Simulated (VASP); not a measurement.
# RuF2 (P-3m1) in VASP: a series of runs

Runs on RuF2. Level: PBEsol. Tasks: single point.

Everything below comes from runs of VASP 6.6.1. Logs are shortened: lines on timing, memory, paths and dates and some standing lists are left out, and cuts for length are marked.

**1. The cell of the first run**

Symmetry: P-3m1, No. 164, trigonal system. The conventional cell has a = 3.221 Å, b = 3.221 Å, c = 4.130 Å, α = 90.00°, β = 90.00°, γ = 120.00°. Within 2.8 Å of Ru (site symmetry -3m) lie 6 F at 2.09 Å. Within 3.0 Å of F (site symmetry 3m) lie 3 Ru at 2.09 Å and 6 F at 2.66 to 2.90 Å.

**2. Single point, PBEsol (12.37 Å³/atom)**

Input file INCAR:

```
SYSTEM = RuF2
PREC = Accurate ; ENCUT = 520
EDIFF = 1E-7 ; ISMEAR = 0
SIGMA = 0.05 ; LREAL = .FALSE.
LASPH = .TRUE. ; NELM = 100
ALGO = Normal ; ISIF = 2
LWAVE = .FALSE. ; LCHARG = .FALSE.
GGA = PS ; NBANDS = 21
```

Input file KPOINTS:

```
Automatic mesh
0
G
  12 12 8
  0 0 0
```

Input file POSCAR:

```
RuF2
1.0
    3.2210955907      0.0000000000      0.0000000000
   -1.6105477953      2.7895506096      0.0000000000
    0.0000000000      0.0000000000      4.1296293322
Ru F
1 2
Direct
    0.0000000000      0.0000000000      0.0000000000
    0.3333333333      0.6666666667      0.2304186346
    0.6666666667      0.3333333333      0.7695813654
```

Potentials or basis: VASP PAW PBE potentials, release 64 (Ru_pv, F).

On the command line:

```bash
$ cat potpaw_PBE.64/Ru_pv/POTCAR potpaw_PBE.64/F/POTCAR > POTCAR
$ mpirun -np 1 vasp_std > vasp.out
```

OUTCAR:

```text
SYSTEM = RuF2
   PREC = Accurate
   ENCUT = 520
   EDIFF = 1E-7
   ISMEAR = 0
   LREAL = .FALSE.
   LASPH = .TRUE.
   NELM = 100
   ISIF = 2
   GGA = PS

 ion  position               nearest neighbor table
   1  0.000  0.000  0.000-   2 2.09   3 2.09   3 2.09   2 2.09   3 2.09   2 2.09
   2  0.333  0.667  0.230-   1 2.09   1 2.09   1 2.09
   3  0.667  0.333  0.770-   1 2.09   1 2.09   1 2.09

  LATTYP: Found a hexagonal cell.
 ALAT       =     3.2210955907
 C/A-ratio  =     1.2820573671

  Lattice vectors:

 A1 = (   3.2210955907,   0.0000000000,   0.0000000000)
 A2 = (  -1.6105477953,   2.7895506096,   0.0000000000)
 A3 = (   0.0000000000,   0.0000000000,   4.1296293322)

Analysis of symmetry for initial positions (statically):
=====================================================================
 Subroutine PRICEL returns:
 Original cell was already a primitive cell.

 Routine SETGRP: Setting up the symmetry group for a
 hexagonal supercell.

 Subroutine GETGRP returns: Found 12 space group operations
 (whereof 12 operations were pure point group operations)
 out of a pool of 24 trial point group operations.

The static configuration has the point symmetry D_3d.

Analysis of symmetry for dynamics (positions and initial velocities):
=====================================================================
 Subroutine PRICEL returns:
 Original cell was already a primitive cell.

 Routine SETGRP: Setting up the symmetry group for a
 hexagonal supercell.

 Subroutine GETGRP returns: Found 12 space group operations
 (whereof 12 operations were pure point group operations)
 out of a pool of 24 trial point group operations.

The dynamic configuration has the point symmetry D_3d.

 Subroutine INISYM returns: Found 12 space group operations
 (whereof 12 operations are pure point group operations),
 and found     1 'primitive' translations

----------------------------------------------------------------------------------------

                                     Primitive cell

  volume of cell :      37.1064

  direct lattice vectors                    reciprocal lattice vectors
     3.221095591  0.000000000  0.000000000     0.310453376  0.179240340  0.000000000
    -1.610547795  2.789550610  0.000000000     0.000000000  0.358480680  0.000000000
     0.000000000  0.000000000  4.129629332     0.000000000  0.000000000  0.242152484

  length of vectors
     3.221095591  3.221095591  4.129629332     0.358480680  0.358480680  0.242152484

  position of ions in fractional coordinates (direct lattice)
     0.000000000  0.000000000  0.000000000
     0.333333333  0.666666667  0.230418635
     0.666666667  0.333333333  0.769581365

  ion indices of the primitive-cell ions
   primitive index   ion index
                 1           1
                 2           2
                 3           3

----------------------------------------------------------------------------------------

 KPOINTS: Automatic mesh

Automatic generation of k-mesh.
 Grid dimensions read from file:
 generate k-points for:   12   12    8

 Generating k-lattice:

  Cartesian coordinates                     Fractional coordinates (reciprocal lattice)
     0.025871115  0.014936695  0.000000000     0.083333333  0.000000000  0.000000000
     0.000000000  0.029873390  0.000000000     0.000000000  0.083333333  0.000000000
     0.000000000  0.000000000  0.030269060     0.000000000  0.000000000  0.125000000

  Length of vectors
     0.029873390  0.029873390  0.030269060

  Shift w.r.t. Gamma in fractional coordinates (k-lattice)
     0.000000000  0.000000000  0.000000000

 Subroutine IBZKPT returns following result:
 ===========================================

 Found    131 irreducible k-points:

 Following reciprocal coordinates:
            Coordinates               Weight
  0.000000  0.000000  0.000000      1.000000
  0.083333  0.000000  0.000000      6.000000
  0.166667  0.000000  0.000000      6.000000
  0.250000  0.000000  0.000000      6.000000
  0.333333 -0.000000  0.000000      6.000000
  0.416667 -0.000000  0.000000      6.000000
[... 16 lines left out ...]
  0.166667  0.000000  0.125000      6.000000
  0.000000  0.166667  0.125000      6.000000
 [... further k-points ...]
   k-points           NKPTS =    131   k-points in BZ     NKDIM =    131   number of bands    NBANDS=     21
   number of dos      NEDOS =    301   number of ions     NIONS =      3
   total plane-waves  NPLWV =  18432
   dimension x,y,z NGX =    24 NGY =   24 NGZ =   32
   dimension x,y,z NGXF=    48 NGYF=   48 NGZF=   64
   ions per type =               1   2
   NGX,Y,Z   is equivalent  to a cutoff of  12.39, 12.39, 12.88 a.u.
   NGXF,Y,Z  is equivalent  to a cutoff of  24.77, 24.77, 25.76 a.u.
 SYSTEM =  RuF2
   PREC   = accura    normal or accurate (medium, high low for compatibility)
   ISTART =      0    job   : 0-new  1-cont  2-samecut
   ICHARG =      2    charge: 1-file 2-atom 10-const
   ISPIN  =      1    spin polarized calculation?
   LNONCOLLINEAR =      F non collinear calculations
   LSORBIT =      F    spin-orbit coupling
   LASPH  =      T    aspherical Exc in radial PAW
   ENCUT  =  520.0 eV  38.22 Ry    6.18 a.u.   5.99  5.99  7.68*2*pi/ulx,y,z
   NELM   =    100;   NELMIN=  2; NELMDL= -5     # of ELM steps
   EDIFF  = 0.1E-06   stopping-criterion for ELM
   LREAL  =      F    real-space projection
   EDIFFG = 0.1E-05   stopping-criterion for IOM
   NSW    =      0    number of steps for IOM
   IBRION =     -1    ionic relax: 0-MD 1-quasi-New 2-CG
   NFREE  =      0    steps in history (QN), initial steepest desc. (CG)
   ISIF   =      2    stress and relaxation
   ISYM   =      2    0-nonsym 1-usesym 2-fastsym
   POTIM  = 0.5000    time-step for ionic-motion
   TEBEG  =    0.0;   TEEND  =   0.0 temperature during run
   PSTRESS=    0.0 pullay stress
   NELECT =      28.0000    total number of electrons
   NUPDOWN=      -1.0000    fix difference up-down
   EMIN   =  10.00;   EMAX   =-10.00  energy-range for DOS
   EFERMI =   0.00;   METHOD = LEGACY
   ISMEAR =     0;   SIGMA  =   0.05  broadening in eV -4-tet -1-fermi 0-gaus
   EFERMI_NEDOS =   21; number of points for ismear=-14 and -15
   IALGO  =     38    algorithm
   IMIX   =      4    mixing-type and parameters
     AMIX     =   0.40;   BMIX     =  1.00
     AMIX_MAG =   1.60;   BMIX_MAG =  1.00
  volume/ion in A,a.u.               =      12.37        83.47
  Fermi-wavevector in a.u.,A,eV,Ry     =   1.490429  2.816502 30.223678  2.221378
  Thomas-Fermi vector in A             =   2.603212
   LORBIT       =      0    0 simple, 1 ext, 2 COOP (PROOUT), +10 PAW based schemes
   GGA     = PS    functional components
   LHFCALC =     F    Hartree Fock is set to
   AEXX    =    0.0000 exact exchange contribution
   IVDW    =     0    specifies the selected vdW correction
   LEPSILON=     F    determine dielectric tensor
   LRPA    =     F    only Hartree local field effects (RPA)
 non-spin polarized calculation
 Gauss-broadening in eV      SIGMA  =   0.05
  energy-cutoff  :      520.00
  volume of cell :       37.11
 maximum number of plane-waves:      1020
   NGX = 11   NGY = 11   NGZ = 15

 number of electron      28.0000017 magnetization

 Free energy of the ion-electron system (eV)
  ---------------------------------------------------
  ext. energy  EPLUGINS =         0.00000000
  ---------------------------------------------------
  free energy    TOTEN  =       -16.32051670 eV

  energy without entropy =      -16.32051670  energy(sigma->0) =      -16.32051670

 E-fermi :   5.7213     XC(G=0): -11.1019

 val. band max:        5.5022121188   @ k =   0.0000   0.0000   0.5000
 cond. band min:       5.9593024259   @ k =   0.0000   0.4167   0.3750
 fundamental gap:      0.4570903071
 Fermi energy:         5.7212662290

 k-point     1 :       0.0000    0.0000    0.0000
  band No.  band energies     occupation
      1     -37.2727      2.00000
      2     -37.2727      2.00000
      3     -36.9186      2.00000
      4     -20.6112      2.00000
      5     -19.6338      2.00000
      6      -3.2950      2.00000
[... 13 lines left out ...]
     20      18.6850      0.00000
     21      20.8126      0.00000

 k-point     2 :       0.0833    0.0000    0.0000
  band No.  band energies     occupation
      1     -37.2859      2.00000
      2     -37.2753      2.00000
      3     -36.9160      2.00000
      4     -20.5726      2.00000
      5     -19.6578      2.00000
      6      -3.2432      2.00000
[... 13 lines left out ...]
     20      18.7112      0.00000
     21      20.1090      0.00000

 k-point     3 :       0.1667    0.0000    0.0000
  band No.  band energies     occupation
      1     -37.3219      2.00000
      2     -37.2824      2.00000
      3     -36.9089      2.00000
      4     -20.4671      2.00000
      5     -19.7227      2.00000
      6      -3.1091      2.00000
[... 13 lines left out ...]
     20      18.6287      0.00000
     21      18.8399      0.00000

 k-point     4 :       0.2500    0.0000    0.0000
  band No.  band energies     occupation
      1     -37.3705      2.00000
      2     -37.2921      2.00000
      3     -36.8991      2.00000
      4     -20.3241      2.00000
      5     -19.8075      2.00000
      6      -2.9642      2.00000
[... 13 lines left out ...]
     20      17.1873      0.00000
     21      18.9492      0.00000

 k-point     5 :       0.3333   -0.0000    0.0000
  band No.  band energies     occupation
      1     -37.4187      2.00000
      2     -37.3018      2.00000
      3     -36.8892      2.00000
      4     -20.1873      2.00000
      5     -19.8829      2.00000
      6      -3.0488      2.00000
[... 13 lines left out ...]
     20      17.0422      0.00000
     21      19.1555      0.00000
[... 382 lines left out ...]
     20      18.6794      0.00000
     21      20.1899      0.00000

 k-point    22 :       0.0000    0.0833    0.1250
  band No.  band energies     occupation
      1     -37.2859      2.00000
      2     -37.2752      2.00000
      3     -36.9166      2.00000
      4     -20.5517      2.00000
      5     -19.6797      2.00000
      6      -3.2654      2.00000
[... 13 lines left out ...]
     20      18.6624      0.00000
     21      20.2427      0.00000

 k-point    23 :       0.1667    0.0000    0.1250
  band No.  band energies     occupation
      1     -37.3218      2.00000
      2     -37.2824      2.00000
      3     -36.9094      2.00000
      4     -20.4449      2.00000
      5     -19.7457      2.00000
      6      -3.1549      2.00000
[... 13 lines left out ...]
     20      18.6496      0.00000
     21      18.9931      0.00000

 k-point    24 :       0.0000    0.1667    0.1250
  band No.  band energies     occupation
      1     -37.3218      2.00000
      2     -37.2824      2.00000
      3     -36.9094      2.00000
      4     -20.4510      2.00000
      5     -19.7383      2.00000
      6      -3.2089      2.00000
[... 13 lines left out ...]
     20      18.4784      0.00000
     21      19.0763      0.00000

 [... further k-points ...]
[... 5 lines left out ...]
  --------------------------------------------------------------------------------------
  -------------------------------------------------------------------------------------
  Total        0.2251373      0.2251373      0.0738940      0.0000000      0.0000000      0.0000000
  in kB        9.7209590      9.7209590      3.1905883      0.0000000      0.0000000      0.0000000
  external PRESSURE =       7.5441687 kB  Pullay stress =       0.0000000 kB

 VOLUME and BASIS-vectors are now :
 -----------------------------------------------------------------------------
  energy-cutoff  :      520.00
  volume of cell :       37.11
      direct lattice vectors                 reciprocal lattice vectors
     3.221095591  0.000000000  0.000000000     0.310453376  0.179240340  0.000000000
    -1.610547795  2.789550610  0.000000000     0.000000000  0.358480680  0.000000000
     0.000000000  0.000000000  4.129629332     0.000000000  0.000000000  0.242152484

 POSITION                                       TOTAL-FORCE (eV/Angst)
 -----------------------------------------------------------------------------------
      0.00000      0.00000      0.00000         0.000000      0.000000      0.000000
     -0.00000      1.85970      0.95154        -0.000000      0.000000      0.031370
      1.61055      0.92985      3.17809         0.000000      0.000000     -0.031370
 -----------------------------------------------------------------------------------
    total drift:                                0.000000     -0.000000     -0.000000

  FREE ENERGIE OF THE ION-ELECTRON SYSTEM (eV)
  ---------------------------------------------------
  free  energy   TOTEN  =       -16.3205166953 eV

  energy  without entropy=      -16.3205166953  energy(sigma->0) =      -16.32051670
```

It took 81 s on 1 thread of Oxide Virtual Turin-like, shared host; peak memory 0.18 GiB.

Results:

| Item | Value |
| --- | --- |
| Free energy | -16.3205 eV |
| Pressure | 0.8 GPa |
| Largest force | 0.031 eV/Å |
| Band gap on the k mesh | 0.46 eV (least direct gap 0.87 eV) |

Forces on the atoms (eV/Å):
```
Ru   0.000  0.000  0.000
F    0.000  0.000  0.031
F    0.000  0.000 -0.031
```

Caveat: semilocal functionals underestimate gaps, and a narrow one can read as zero; the PAW data sets were made with another functional, which shifts forces and pressure a little. A k mesh can miss the band edges.

**3. Single point, PBEsol (12.63 Å³/atom)**

This run uses another cell than the first one, of 12.63 Å³/atom.

Input file INCAR:

```
PREC = Accurate
ENCUT = 520
EDIFF = 1E-7
ISMEAR = 0
SIGMA = 0.05
LREAL = False
LASPH = True
NELM = 100
ALGO = Normal
ISIF = 2
LWAVE = False
LCHARG = True
GGA = PS
LELF = True
LVHAR = True
NBANDS = 21
```

Input file KPOINTS:

```
regular mesh
0
Gamma
  12 12 8
```

Input file POSCAR:

```
RuF2
1.0
    3.2204620405      0.0000000000      0.0000000000
   -1.6102310203      2.7890019390      0.0000000000
    0.0000000000      0.0000000000      4.2173221049
Ru F
1 2
Direct
    0.0000000000      0.0000000000      0.0000000000
    0.3333333333      0.6666666667      0.2263979402
    0.6666666667      0.3333333333      0.7736020598
```

Potentials or basis: VASP PAW PBE potentials, release 64 (Ru_pv, F).

On the command line:

```bash
$ cat potpaw_PBE.64/Ru_pv/POTCAR potpaw_PBE.64/F/POTCAR > POTCAR
$ mpirun -np 1 vasp_std > vasp.out
```

Wall time 85 s (1 thread of Oxide Virtual Turin-like, shared host); peak memory 0.18 GiB.

It converged, with:

* Free energy: -16.3223 eV
* Pressure: 0.4 GPa
* Largest force: 0.031 eV/Å
* Band gap on the k mesh: 0.49 eV (least direct gap 0.89 eV)

Forces on the atoms (eV/Å):
```
Ru   0.000  0.000  0.000
F    0.000  0.000  0.031
F    0.000  0.000 -0.031
```

Stress tensor (GPa, compression positive):
```
 0.60  0.00  0.00
 0.00  0.60  0.00
 0.00  0.00 -0.02
```

Levels at points of the mesh, in eV from the valence-band top:
```
           k point  band 10  band 11  band 12  band 13  band 14  band 15  band 16  band 17  band 18  band 19
(0.00, 0.00, 0.00)    -6.47    -5.78    -1.17    -1.17    -0.25     1.54     1.54     1.64     7.27    11.56
(0.50, 0.00, 0.00)    -7.05    -6.75    -1.29    -0.74    -0.41     0.66     1.58     6.77     7.68    11.56
(0.00, 0.00, 0.50)    -6.57    -6.57    -1.24    -1.24     0.00     1.63     1.63     3.90     4.50    11.56
(0.50, 0.00, 0.50)    -6.78    -6.15    -1.04    -0.46    -0.43     0.55     1.55     7.10     8.41     9.14
```

Caveat: semilocal functionals underestimate gaps, and a narrow one can read as zero; the PAW data sets were made with another functional, which shifts forces and pressure a little. A k mesh can miss the band edges.

**4. Single point, PBEsol**

This run uses another cell than the first one, of 12.88 Å³/atom.

Input file INCAR:

```
  PREC = Accurate
  ENCUT = 520
  EDIFF = 1E-6
  ISMEAR = 0
  SIGMA = 0.05
  LREAL = False
  LASPH = True
  NELM = 60
  ALGO = Normal
  ISIF = 2
  LWAVE = False
  LCHARG = False
  GGA = PS
  NBANDS = 21
```

Input file KPOINTS:

```
Automatic mesh
0
Gamma
  12 12 8
```

Input file POSCAR:

```
RuF2
1.0
    3.2196253730      0.0000000000      0.0000000000
   -1.6098126865      2.7882773636      0.0000000000
    0.0000000000      0.0000000000      4.3056267936
Ru F
1 2
Direct
    0.0000000000      0.0000000000      0.0000000000
    0.3333333333      0.6666666667      0.2223063709
    0.6666666667      0.3333333333      0.7776936291
```

On the command line:

```bash
$ cat potpaw_PBE.64/Ru_pv/POTCAR potpaw_PBE.64/F/POTCAR > POTCAR
$ mpirun -np 1 vasp_std > vasp.out
```

Run time: 56 s. Hardware: 1 thread of Oxide Virtual Turin-like, shared host; peak memory 0.18 GiB.

It converged, with:

| Property | Result |
| --- | --- |
| Free energy | -16.3226 eV |
| Pressure | 0.2 GPa |
| Largest force | 0.035 eV/Å |
| Band gap on the k mesh | 0.52 eV (least direct gap 0.91 eV) |

Forces on the atoms (eV/Å):
```
Ru   0.000  0.000  0.000
F    0.000  0.000  0.035
F    0.000  0.000 -0.035
```

Stress tensor (GPa, compression positive):
```
 0.39  0.00  0.00
 0.00  0.39  0.00
 0.00  0.00 -0.23
```

Levels at points of the mesh, in eV from the valence-band top:
| k point | band 12 | band 13 | band 14 | band 15 | band 16 | band 17 |
| --- | --- | --- | --- | --- | --- | --- |
| (0.00, 0.00, 0.00) | -1.16 | -1.16 | -0.21 | 1.56 | 1.56 | 1.65 |
| (0.50, 0.00, 0.00) | -1.26 | -0.70 | -0.39 | 0.68 | 1.60 | 6.77 |
| (0.00, 0.00, 0.50) | -1.21 | -1.21 | 0.00 | 1.64 | 1.64 | 3.80 |
| (0.50, 0.00, 0.50) | -1.04 | -0.46 | -0.40 | 0.58 | 1.57 | 7.12 |

Caveat: semilocal functionals underestimate gaps, and a narrow one can read as zero; the PAW data sets were made with another functional, which shifts forces and pressure a little. A k mesh can miss the band edges.

**5. Summary**

| cell | gap on the mesh (eV) | pressure (GPa) | largest force (eV/Å) |
| --- | --- | --- | --- |
| a = 3.221, b = 3.221, c = 4.130 Å, angles 90.0, 90.0, 120.0°, 3 atoms, atomic positions A | 0.46 | 0.8 | 0.03 |
| a = 3.220, b = 3.220, c = 4.217 Å, angles 90.0, 90.0, 120.0°, 3 atoms, atomic positions B | 0.49 | 0.4 | 0.03 |
| a = 3.220, b = 3.220, c = 4.306 Å, angles 90.0, 90.0, 120.0°, 3 atoms, atomic positions C | 0.52 | 0.2 | 0.03 |

Alike in all rows: task single point; level PBEsol; potentials or basis VASP PAW PBE potentials, release 64 (Ru_pv, F); no spin polarisation; k mesh 12 × 12 × 8; cutoff (eV) 520; smearing gaussian 0.05 eV.

Caveats: semilocal functionals underestimate gaps, and a narrow one can read as zero; the PAW data sets were made with another functional, which shifts forces and pressure a little.

Total energies depend on the potentials used, so only differences within one code and one set of settings carry meaning.
